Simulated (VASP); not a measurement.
A run of VASP 6.6.1 is set up as follows.

File INCAR:

```
  PREC = Accurate
  ENCUT = 520
  EDIFF = 1E-8
  ISMEAR = -1
  SIGMA = 0.01
  LREAL = Auto
  LASPH = T
  NELM = 150
  ALGO = Normal
  ISIF = 2
  LWAVE = F
  LCHARG = F
  ISPIN = 2
  MAGMOM = 0 0 0 0 0 0 0 0 1 0 0 0 0 0 0 0 0 0 0 0 0 0 0 0
  LORBIT = 11
  LMAXMIX = 4
  GGA = PE
  LEFG = T
  NBANDS = 108
```

KPOINTS

```
regular mesh
0
Gamma
  3 3 3
```

File POSCAR:

```
Hf8HO15
1.0
    0.0000000000      5.1150000000      5.1150000000
    5.1150000000      0.0000000000      5.1150000000
    5.1150000000      5.1150000000      0.0000000000
Hf H O
8 1 15
Direct
    0.0000000000      0.0000000000      0.0000000000
    0.0000000000      0.0000000000      0.5000000000
    0.0000000000      0.5000000000      0.0000000000
    0.0000000000      0.5000000000      0.5000000000
    0.5000000000      0.0000000000      0.0000000000
    0.5000000000      0.0000000000      0.5000000000
    0.5000000000      0.5000000000      0.0000000000
    0.5000000000      0.5000000000      0.5000000000
    0.1250000000      0.1250000000      0.1250000000
    0.1250000000      0.1250000000      0.6250000000
    0.1250000000      0.6250000000      0.1250000000
    0.1250000000      0.6250000000      0.6250000000
    0.6250000000      0.1250000000      0.1250000000
    0.6250000000      0.1250000000      0.6250000000
    0.6250000000      0.6250000000      0.1250000000
    0.6250000000      0.6250000000      0.6250000000
    0.3750000000      0.3750000000      0.3750000000
    0.3750000000      0.3750000000      0.8750000000
    0.3750000000      0.8750000000      0.3750000000
    0.3750000000      0.8750000000      0.8750000000
    0.8750000000      0.3750000000      0.3750000000
    0.8750000000      0.3750000000      0.8750000000
    0.8750000000      0.8750000000      0.3750000000
    0.8750000000      0.8750000000      0.8750000000
```

Potentials or basis: VASP PAW PBE potentials, release 64 (Hf_pv, H, O).

Command:

```console
$ cat potpaw_PBE.64/Hf_pv/POTCAR potpaw_PBE.64/H/POTCAR potpaw_PBE.64/O/POTCAR > POTCAR
$ mpirun -np 1 vasp_std > vasp.out
```

(1) Predict the band gap on the k mesh.

(2) Predict the site moments.

(3) What does it give for the pressure?

Results:

(1) zero (filled and empty bands overlap).

(2) Hf +0.14, +0.02 (each value once); H -0.00; O +0.00, +0.01 (each value once) μB.

(3) -6.4 GPa.

Caveat: without QUAD_EFG the Cq values of the log hold for a quadrupole moment of 1 mb, not for the nuclei; spin-orbit coupling is left out, which moves the levels of the heavy elements.
